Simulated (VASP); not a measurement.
Input of a VASP 6.6.1 run:

File INCAR:

```
SYSTEM = Cr
PREC     = Accurate       ! precision mode
ENCUT    = 520            ! plane-wave cutoff, eV
EDIFF    = 1E-6           ! SCF threshold, eV
ISMEAR   = -1             ! smearing method
SIGMA    = 0.05           ! smearing width, eV
LREAL    = .False.        ! projectors in reciprocal space
LASPH    = .True.         ! aspherical terms in the spheres
NELM     = 100            ! most SCF steps
ALGO     = Normal         ! electronic algorithm
ISIF     = 2              ! what is computed and relaxed
LWAVE    = .False.        ! write WAVECAR
LCHARG   = .True.         ! write CHGCAR
GGA      = PS             ! functional
LELF     = .True.         ! ELF
LVHAR    = .True.       
NBANDS   = 19             ! bands
```

The input KPOINTS:

```
Automatic mesh
0
Gamma
  11 11 6
  0 0 0
```

POSCAR

```
Cr
1.0
    2.7140000000      0.0000000000      0.0000000000
   -1.3570000000      2.3503929459      0.0000000000
    0.0000000000      0.0000000000      4.4100000000
Cr
2
Direct
    0.6666666667      0.3333333333      0.7500000000
    0.3333333333      0.6666666667      0.2500000000
```

Potentials or basis: VASP PAW PBE potentials, release 64 (Cr_pv).

The run is started by

```console
$ cat potpaw_PBE.64/Cr_pv/POTCAR > POTCAR
$ mpirun -np 1 vasp_std > vasp.out
```

Q: What does it give for the pressure?

A: -34.2 GPa.

Q: Predict the band gap on the k mesh.

A: Zero (bands 12 and 13 overlap by 0.99 eV).

Stress tensor (GPa, compression positive):
```
-37.37   0.00   0.00
  0.00 -37.37   0.00
  0.00   0.00 -27.70
```

Caveat: the stress differs along the axes, from -37 to -28 GPa; the PAW data sets were made with another functional, which shifts forces and pressure a little; the run has no spin polarisation, though such a crystal can be magnetic. Spin polarisation is off, so any magnetic state and its effect on volume and gap are missing.
